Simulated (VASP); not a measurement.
Here is a VASP 6.6.1 calculation.

The input POSCAR:

```
CdTe
1.0
    0.0000000000      3.2233156271      3.2233156271
    3.2233156271      0.0000000000      3.2233156271
    3.2233156271      3.2233156271      0.0000000000
Cd Te
1 1
Direct
    0.0000000000      0.0000000000      0.0000000000
    0.2500000000      0.2500000000      0.2500000000
```

File INCAR.step1:

```
SYSTEM = CdTe
PREC     = Accurate       ! precision mode
ENCUT    = 520            ! plane-wave cutoff, eV
ISMEAR   = 0              ! smearing method
SIGMA    = 0.05           ! smearing width, eV
LREAL    = .False.        ! projectors in reciprocal space
LASPH    = .True.         ! aspherical terms in the spheres
NELM     = 60             ! most SCF steps
NBANDS   = 16             ! bands
GGA      = PE             ! functional
ALGO     = Normal         ! electronic algorithm
EDIFF    = 1E-4           ! SCF threshold, eV
LWAVE    = .True.         ! write WAVECAR
LCHARG   = .False.        ! write CHGCAR
```

The input INCAR.step2:

```
SYSTEM = CdTe
PREC     = Accurate       ! precision mode
ENCUT    = 520            ! plane-wave cutoff, eV
EDIFF    = 1E-6           ! SCF threshold, eV
ISMEAR   = 0              ! smearing method
SIGMA    = 0.05           ! smearing width, eV
LREAL    = .False.        ! projectors in reciprocal space
LASPH    = .True.         ! aspherical terms in the spheres
NELM     = 60             ! most SCF steps
ALGO     = Normal         ! electronic algorithm
ISIF     = 2              ! what is computed and relaxed
LWAVE    = .False.        ! write WAVECAR
LCHARG   = .False.        ! write CHGCAR
METAGGA  = R2SCAN         ! meta-GGA
LMIXTAU  = .True.       
IVDW     = 12             ! dispersion correction
VDW_S6   = 1.0          
VDW_S8   = 0.78981345   
VDW_A1   = 0.49484001   
VDW_A2   = 5.73083694   
NBANDS   = 16             ! bands
ISTART   = 1
```

Contents of KPOINTS:

```
regular mesh
0
Gamma
  6 6 6
  0 0 0
```

Potentials or basis: VASP PAW PBE potentials, release 64 (Cd, Te).

Command:

```console
$ cat potpaw_PBE.64/Cd/POTCAR potpaw_PBE.64/Te/POTCAR > POTCAR
$ cp INCAR.step1 INCAR
$ mpirun -np 1 vasp_std > vasp.out
$ cp INCAR.step2 INCAR
$ mpirun -np 1 vasp_std > vasp.out
```

(1) Estimate the pressure.

(2) Predict the dispersion energy per atom.

(3) Predict the band gap on the k mesh.

Results:

(1) 1.7 GPa.

(2) -0.170 eV.

(3) 1.33 eV, direct.

Caveat: three body term missing; the PAW data sets were made with another functional, which shifts forces and pressure a little; spin-orbit coupling is left out, which moves the levels of the heavy elements.
